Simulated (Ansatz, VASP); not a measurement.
## KPt in VASP and in Ansatz

Contents of INCAR:

```
AGGAC = 1.0
AGGAX = 1.0
ALDAC = 0.0
ALDAX = 1.0
ALGO = Normal
EDIFF = 1E-6
ENCUT = 520
GGA = B5
ISIF = 2
ISMEAR = -1
LASPH = T
LCHARG = F
LREAL = F
LWAVE = F
NBANDS = 16
NELM = 60
PREC = Accurate
SIGMA = 0.05
```

The input KPOINTS:

```
k-points
0
Gamma
  10 10 5
```

File POSCAR:

```
KPt
1.0
    3.0597023636      0.0000000000      0.0000000000
   -1.5298511818      2.6497799749      0.0000000000
    0.0000000000      0.0000000000      5.4504198721
Pt K
1 1
Direct
    0.6666666667      0.3333333333      0.0000000000
    0.0000000000      0.0000000000      0.5000000000
```

input.yaml

```yaml
crystal:
  lattice:
    - [3.0597023636, 0.0, 0.0]
    - [-1.5298511818, 2.6497799749, 0.0]
    - [0.0, 0.0, 5.4504198721]
  atoms:
    - { symbol: Pt, position: [0.6666666667, 0.3333333333, 0.0] }
    - { symbol: K, position: [0.0, 0.0, 0.5] }
hamiltonian:
  xc: blyp
  pseudopotentials: { kind: paw }
kpoints:
  mp_grid: { grid: [10, 10, 5] }
scf:
  occupations: { method: fermi_dirac, width: 0.05 }
output:
  forces: true
  stress: true
  eigenvalues: true
```

Alike in both runs: task single point; functional BLYP; k mesh 10 × 10 × 5; occupations fermi-dirac, width 0.05 eV; no spin polarisation.

|  | VASP | Ansatz |
| --- | --- | --- |
| version | VASP 6.6.1 | Ansatz 0.2.0 |
| potentials or method | VASP PAW PBE potentials, release 64 (Pt, K_sv) | Ansatz PAW |
| plane-wave cutoff (eV) | 520 | 420 |
| valence electrons in the cell | 19 | 27 |

VASP gave:

| Property | Result |
| --- | --- |
| gap on the k mesh at the Fermi level (eV) | none |
| pressure (GPa) | 1.5 |
| traceless stress, the component that is largest in VASP (GPa) | -1.70 |

Task: Estimate Ansatz's values.

Result: gap on the k mesh at the Fermi level (eV): none; pressure (GPa): 1.2; traceless stress, the component that is largest in VASP (GPa): -1.75.

VASP's potentials were made for PBE, not for BLYP. A gap of «none» marks a metal or a gap that the smearing closes. With one functional, cell and mesh, what is left measures potentials, basis and numerics. VASP's potentials hold 19 valence electrons a cell and Ansatz's 27, so a difference there can come from the potentials and not from the codes.

Neither program's run includes spin-orbit coupling.
